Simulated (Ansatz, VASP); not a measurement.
RbBr: VASP beside Ansatz

```
Rb Br
1.0
     0.00000    3.38118    3.38118
     3.38118    0.00000    3.38118
     3.38118    3.38118    0.00000
Rb Br
1 1
Direct
  0.00000 0.00000 0.00000
  0.50000 0.50000 0.50000
```

Change from the starting cell: volume scaled by 0.96, crystal datasets.

Alike in both runs: task electric field gradients; functional PBEsol; k mesh 7 × 7 × 7; occupations fermi-dirac, width 0.03 eV; no spin polarisation.

|  | VASP | Ansatz |
| --- | --- | --- |
| version | VASP 6.6.1 | Ansatz 0.2.0 |
| potentials or method | VASP PAW PBE potentials, release 64 (Rb_sv, Br), cutoff 520 eV | all-electron PAW with datasets made for the crystal, scalar-relativistic |

Ansatz gave:

```
gap on the k mesh at the Fermi level (eV) : 4.31
pressure (GPa)                            : 0.5
```

**Question.** What did VASP give for the same quantities?

**Answer.** gap on the k mesh at the Fermi level (eV): 4.31; pressure (GPa): 0.6.

VASP's potentials were made for PBE, not for PBEsol. Ansatz ran all-electron here, and VASP with PAW potentials.
